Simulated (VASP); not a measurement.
Write the native input for VASP 6.6.1 that does the following.

- Task: single point
- Functional: r2SCAN
- Potentials or basis: VASP PAW PBE potentials, release 64 (Na_pv, H)
- Cutoff: 550 eV
- k mesh: 9 × 9 × 9
- Occupations: fermi-dirac, width 0.05 eV
- Spin: no spin polarisation
- Dipole correction: no
- Further INCAR settings: ALGO = Normal; EDIFF = 1e-06; NBANDS = 11

Crystal: NaH.

```xyz
2
Lattice="0.0000 2.3964 2.3964 2.3964 0.0000 2.3964 2.3964 2.3964 0.0000" Properties=species:S:1:pos:R:3 pbc="T T T"
Na    0.0000    0.0000    0.0000
H     2.3964    2.3964    2.3964
```

These files were run (other wordings do the same):

POSCAR

```
NaH
1.0
    0.0000000000      2.3963840000      2.3963840000
    2.3963840000      0.0000000000      2.3963840000
    2.3963840000      2.3963840000      0.0000000000
Na H
1 1
Direct
    0.0000000000      0.0000000000      0.0000000000
    0.5000000000      0.5000000000      0.5000000000
```

INCAR.step1

```
SYSTEM = NaH
ALGO = Normal ; EDIFF = 1E-5
ENCUT = 550 ; GGA = PE
GGA_COMPAT = .FALSE. ; ISMEAR = -1
LASPH = .TRUE. ; LCHARG = .FALSE.
LREAL = .FALSE. ; LWAVE = .TRUE.
NBANDS = 11 ; NELM = 120
PREC = Accurate ; SIGMA = 0.05
```

INCAR.step2

```
SYSTEM = NaH
ALGO = Normal ; EDIFF = 1E-6
ENCUT = 550 ; GGA_COMPAT = .FALSE.
ISIF = 2 ; ISMEAR = -1
ISTART = 1 ; LASPH = .TRUE.
LCHARG = .FALSE. ; LMIXTAU = .TRUE.
LREAL = .FALSE. ; LWAVE = .FALSE.
METAGGA = R2SCAN ; NBANDS = 11
NELM = 120 ; PREC = Accurate
SIGMA = 0.05
```

KPOINTS

```
k-points
0
G
  9 9 9
  0 0 0
```

Potentials or basis: VASP PAW PBE potentials, release 64 (Na_pv, H).

Command:

```sh
$ cat potpaw_PBE.64/Na_pv/POTCAR potpaw_PBE.64/H/POTCAR > POTCAR
$ cp INCAR.step1 INCAR
$ mpirun -np 1 vasp_std > vasp.out
$ cp INCAR.step2 INCAR
$ mpirun -np 1 vasp_std > vasp.out
```

It gave:

```json
{"Pressure": "-0.3 GPa", "Band gap on the k mesh": "4.72 eV (least direct gap 5.41 eV)"}
```

Caveat: the PAW data sets were made with another functional, which shifts forces and pressure a little; an odd mesh through Γ misses points on the zone boundary, where band edges can lie.

Wall time 75 s on 1 thread of Intel Xeon 8259CL, with other jobs on the host, peak memory 0.16 GiB.
